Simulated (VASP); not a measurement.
The system is Be3Cd2S.

```
Be Cd S
1.0
     5.48525    0.00000    0.00000
    -2.74262    4.75036    0.00000
     0.00000    0.00000    3.30632
Be Cd S
3 2 1
Direct
  0.50000 0.00000 0.50000
  0.00000 0.50000 0.50000
  0.50000 0.50000 0.50000
  0.33333 0.66667 0.00000
  0.66667 0.33333 0.00000
  0.00000 0.00000 0.00000
```

The cell was built from a structure type or drawn by symmetry, and may not be a known phase.

```yaml
Program: VASP 6.6.1
Task: relaxation of cell and atoms
Functional: PBE
Potentials_or_basis: VASP PAW PBE potentials, release 64 (Be, Cd, S)
Cutoff: 600 eV
k_mesh: 6 × 6 × 6
Occupations: gaussian, width 0.1 eV
Spin: no spin polarisation
```

At the start: pressure 17.1 GPa; volume 14.36 Å³/atom.

**Question.** How do energy, volume and symmetry change on relaxing?

**Answer.** Over 9 steps the energy falls by 327.0 meV/atom and the volume is 16.19 Å³/atom (+12.8 %); space group P6/mmm (No. 191, to 0.1 Å) before and after.

The path:
| step | energy change (eV) | largest force (eV/Å) | pressure (GPa) | volume (Å³) |
| --- | --- | --- | --- | --- |
| 1 | 0.0000 | 0.0000 | 17.07 | 86.15 |
| 2 | -1.2693 | 0.0000 | -2.99 | 106.36 |
| 3 | -1.2687 | 0.0000 | -3.48 | 107.27 |
| 4 | -1.6252 | 0.0000 | -3.12 | 104.67 |
| 5 | -1.8408 | 0.0000 | -2.45 | 101.86 |
| 6 | -1.8934 | 0.0000 | 1.93 | 95.40 |
| 7 | -1.9596 | 0.0000 | -0.64 | 98.41 |
| 8 | -1.9592 | 0.0000 | -0.78 | 98.62 |
| 9 | -1.9617 | 0.0000 | 0.24 | 97.15 |

Final structure:
```
Be Cd S
1.0
     5.14936    0.00000    0.00000
    -2.57468    4.45947    0.00000
     0.00000    0.00000    4.23064
Be Cd S
3 2 1
Direct
  0.50000 0.00000 0.50000
  0.00000 0.50000 0.50000
  0.50000 0.50000 0.50000
  0.33333 0.66667 0.00000
  0.66667 0.33333 0.00000
  0.00000 0.00000 0.00000
```

Caveat: a cell axis changed by over 15 % at a fixed basis, so the end point is rough.
